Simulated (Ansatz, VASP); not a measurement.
**Os: VASP beside Ansatz**

```xyz
2
Lattice="2.7559 0.0000 0.0000 -1.3780 2.3867 0.0000 0.0000 0.0000 4.3427" Properties=species:S:1:pos:R:3 pbc="T T T"
Os    0.0000    1.5911    1.0857
Os    1.3780    0.7956    3.2570
```

Alike in both runs: task single point; functional PBE; k mesh 13 × 13 × 7; occupations methfessel-paxton of order 1, width 0.01 eV; no spin polarisation.

|  | VASP | Ansatz |
| --- | --- | --- |
| version | VASP 6.6.1 | Ansatz 0.2.0 |
| potentials or method | VASP PAW PBE potentials, release 64 (Os), cutoff 520 eV | plane waves (420 eV) with PAW, scalar-relativistic |
| valence electrons in the cell | 16 | 32 |

|  | VASP | Ansatz | Ansatz less VASP |
| --- | --- | --- | --- |
| pressure (GPa) | -0.4 | -0.2 | +0.13 |
| traceless stress, the component that is largest in VASP (GPa) | -0.34 | -0.23 | +0.115 |

VASP's potentials hold 16 valence electrons a cell and Ansatz's 32, so a difference there can come from the potentials and not from the codes.

Neither program's run includes spin-orbit coupling.
